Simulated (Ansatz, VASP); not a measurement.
**Two plane-wave programs on MnHg**

The input INCAR:

```
SYSTEM = MnHg
ALGO = Normal
EDIFF = 1E-6
ENCUT = 680
GGA = PE
GGA_COMPAT = .FALSE.
ISIF = 2
ISMEAR = -1
ISPIN = 2
LASPH = .TRUE.
LCHARG = .FALSE.
LMAXMIX = 4
LORBIT = 11
LREAL = .FALSE.
LWAVE = .FALSE.
MAGMOM = 0 6
NBANDS = 28
NELM = 200
NUPDOWN = 6.0
PREC = Accurate
SIGMA = 0.05
```

Contents of KPOINTS:

```
k-points
0
G
  7 7 7
  0 0 0
```

File POSCAR:

```
MnHg
1.0
    3.3150000000      0.0000000000      0.0000000000
    0.0000000000      3.3150000000      0.0000000000
    0.0000000000      0.0000000000      3.3150000000
Hg Mn
1 1
Direct
    0.0000000000      0.0000000000      0.0000000000
    0.5000000000      0.5000000000      0.5000000000
```

File input.yaml:

```yaml
crystal:
  lattice:
    - [3.315, 0.0, 0.0]
    - [0.0, 3.315, 0.0]
    - [0.0, 0.0, 3.315]
  atoms:
    - { symbol: Hg, position: [0.0, 0.0, 0.0] }
    - { symbol: Mn, position: [0.5, 0.5, 0.5], spin: 6.0 }
hamiltonian:
  xc: pbe
  pseudopotentials: { kind: paw }
magnetization:
  spin_polarized: true
  initial_magnetization: 6.0
  spin_locking: { lock_magnetization: hard }
kpoints:
  mp_grid: { grid: [7, 7, 7] }
scf:
  occupations: { method: fermi_dirac, width: 0.05 }
  lower_state_search: "off"
output:
  forces: true
  stress: true
  eigenvalues: true
```

Alike in both runs: task single point; functional PBE; k mesh 7 × 7 × 7; occupations fermi-dirac, width 0.05 eV; collinear spin; fixed moment 6 μB.

```csv
,VASP,Ansatz
version,VASP 6.6.1,Ansatz 0.2.0
potentials or method,"VASP PAW PBE potentials, release 64 (Hg_sv_GW, Mn_sv)",Ansatz PAW
plane-wave cutoff (eV),680,420
valence electrons in the cell,35,35
```

```tsv
	VASP	Ansatz	Ansatz less VASP
pressure (GPa)	22.3	22.7	+0.41
net moment per atom (μB)	3.00	3.00	0.000
size of the moment on the site where the two differ most (μB)	4.35	4.79	+0.441
```

Site moments also hang on the region over which each program counts them.

Neither program's run includes spin-orbit coupling.
